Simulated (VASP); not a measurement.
Set up this calculation in VASP 6.6.1, as the native input.

| Item | Value |
| --- | --- |
| Task | single point |
| Functional | PBE |
| Potentials or basis | VASP PAW PBE potentials, release 64 (Rb_sv, Br) |
| Cutoff | 520 eV |
| k mesh | 6 × 6 × 4 |
| Occupations | gaussian, width 0.01 eV |
| Spin | no spin polarisation |
| Dipole correction | no |
| Further INCAR settings | ALGO = Normal; EDIFF = 1e-06; NBANDS = 24 |

The structure of RbBr lies in POSCAR:

```
RbBr
1.0
    4.9015687567      0.0000000000      0.0000000000
   -2.4507843783      4.2448830617      0.0000000000
    0.0000000000      0.0000000000      8.5862016060
Rb Br
2 2
Direct
    0.0000000000      0.0000000000      0.0000000000
    0.0000000000      0.0000000000      0.5000000000
    0.3333333333      0.6666666667      0.2500000000
    0.6666666667      0.3333333333      0.7500000000
```

This cell differs from its parent crystal: volume changed by +3%.

These files were run (other wordings do the same):

INCAR

```
  PREC = Accurate
  ENCUT = 520
  EDIFF = 1E-6
  ISMEAR = 0
  SIGMA = 0.01
  LREAL = False
  LASPH = True
  NELM = 60
  ALGO = Normal
  ISIF = 2
  LWAVE = False
  LCHARG = False
  GGA = PE
  NBANDS = 24
```

KPOINTS

```
Automatic mesh
0
Gamma
  6 6 4
```

Potentials or basis: VASP PAW PBE potentials, release 64 (Rb_sv, Br).

Launch:

```sh
$ cat potpaw_PBE.64/Rb_sv/POTCAR potpaw_PBE.64/Br/POTCAR > POTCAR
$ mpirun -np 1 vasp_std > vasp.out
```

It gave:

* Pressure: -0.3 GPa
* Band gap on the k mesh: 4.06 eV, direct

Wall time 59 s on 1 thread of Intel(R) Xeon(R) Platinum 8375C CPU @ 2.90GHz (Ice Lake) (shared host), peak memory 0.3 GiB.
